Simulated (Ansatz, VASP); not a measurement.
**Fe: VASP beside Ansatz**

```
Fe
1.0
    -1.43217    1.43217    1.43259
     1.43217   -1.43217    1.43259
     1.43217    1.43217   -1.43259
Fe
1
Direct
  0.00000 0.00000 0.00000
```

Alike in both runs: functional r2SCAN; k mesh 28 × 28 × 28; occupations gaussian, width 0.1 eV; collinear spin.

Ansatz relaxed the structure, and its values are those at the end. VASP's run is a single point on that final structure, the one shown.

|  | VASP | Ansatz |
| --- | --- | --- |
| version | VASP 6.6.1 | Ansatz 0.2.0 |
| potentials or method | VASP PAW PBE potentials, release 64 (Fe), cutoff 520 eV | scalar-relativistic, plane waves, PAW |
| valence electrons in the cell | 8 | 16 |

```tsv
	VASP	Ansatz	Ansatz less VASP
gap on the k mesh at the Fermi level (eV)	none	none	-
pressure (GPa)	-0.7	0.0	+0.66
net moment per atom (μB)	2.64	2.64	+0.001
size of the moment on the site where the two differ most (μB)	2.71	2.79	+0.088
```

VASP's potentials were made for PBE, not for r2SCAN. Site moments also hang on the region over which each program counts them. A gap of «none» marks a metal or a gap that the smearing closes. With one functional, cell and mesh, what is left measures potentials, basis and numerics. VASP's potentials hold 8 valence electrons a cell and Ansatz's 16, so a difference there can come from the potentials and not from the codes.
